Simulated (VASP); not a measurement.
Input of a VASP 6.6.1 run:

File INCAR:

```
ALGO = Normal ; EDIFF = 1E-6
ENCUT = 520 ; GGA = PS
ISIF = 2 ; ISMEAR = -1
LASPH = True ; LCHARG = False
LREAL = Auto ; LWAVE = False
NBANDS = 94 ; NELM = 60
PREC = Accurate ; SIGMA = 0.02
```

The input KPOINTS:

```
Automatic mesh
0
Gamma
  2 2 2
  0.5 0.5 0.5
```

POSCAR

```
PbS
1.0
   -4.2253234116     -7.3184748273      0.0000000000
    4.2253234116     -7.3184748273      0.0000000000
    0.0000000000     -4.8789832182      6.9038325036
Pb S
8 8
Direct
    0.0095604985      0.0089624378      0.4699014639
    0.0008606777      0.0206979757      0.9618140354
    0.0051760745      0.5169626976      0.4762919724
    0.0307649685      0.4954344881      0.9623903819
    0.5069302327      0.0073287124      0.4799143082
    0.4936026158      0.0201318763      0.9859933590
    0.5219676262      0.5003378026      0.4682642573
    0.5188221591      0.5141240572      0.9611613544
    0.2779332167      0.2801015714      0.6976571343
    0.2468883042      0.2420593247      0.2337403173
    0.2553751223      0.7721836094      0.7250054223
    0.2847988386      0.7373694028      0.2143791871
    0.7655356292      0.2493673297      0.7115985212
    0.7662499999      0.2680855294      0.2215456414
    0.7613156341      0.7365215556      0.7360991156
    0.7649740177      0.7867524690      0.2151267429
```

Potentials or basis: VASP PAW PBE potentials, release 64 (Pb_d, S).

The run is started by

```sh
$ cat potpaw_PBE.64/Pb_d/POTCAR potpaw_PBE.64/S/POTCAR > POTCAR
$ mpirun -np 1 vasp_std > vasp.out
```

Predict the largest force.

0.457 eV/Å.

What does it give for the band gap on the k mesh?

1.44 eV.

Predict the pressure.

-1.6 GPa.

Stress tensor (GPa, compression positive):
```
-1.55 -0.17  0.14
-0.17 -1.50  0.12
 0.14  0.12 -1.60
```

Caveat: the atoms stand as in a frame of molecular dynamics; the PAW data sets were made with another functional, which shifts forces and pressure a little; spin-orbit coupling is left out, which moves the levels of the heavy elements; a shifted mesh leaves out Γ, where band edges can lie. A k mesh can miss the band edges.
